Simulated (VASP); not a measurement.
Input of a VASP 6.6.1 run:

The input INCAR:

```
PREC = Accurate ; ENCUT = 600
EDIFF = 1E-8 ; ISMEAR = 0
SIGMA = 0.01 ; LREAL = F
LASPH = T ; NELM = 60
ALGO = Normal ; ISIF = 3
LWAVE = F ; LCHARG = T
GGA = CA ; NBANDS = 11
IBRION = 6 ; NFREE = 2
POTIM = 0.015 ; NSW = 1
```

The input KPOINTS:

```
regular mesh
0
Gamma
  8 8 8
```

The input POSCAR:

```
BeTe
1.0
    0.0000000000      2.6938308687      2.6938308687
    2.6938308687      0.0000000000      2.6938308687
    2.6938308687      2.6938308687      0.0000000000
Be Te
1 1
Direct
    0.0000000000      0.0000000000      0.0000000000
    0.7500000000      0.7500000000      0.7500000000
```

Potentials or basis: VASP PAW LDA potentials, release 64 (Be, Te).

The run is started by

```sh
$ cat potpaw_LDA.64/Be/POTCAR potpaw_LDA.64/Te/POTCAR > POTCAR
$ mpirun -np 1 vasp_std > vasp.out
```

(1) Predict the elastic constants C11, C12, C44.

(2) Estimate the Voigt bulk modulus.

(3) Predict the highest phonon frequency at Γ, LO-TO splitting left out.

## Answers

(1) 129, 62, 61 GPa.

(2) 84 GPa.

(3) 546 cm⁻¹.

Caveat: the cell is under stress, which shifts elastic constants.
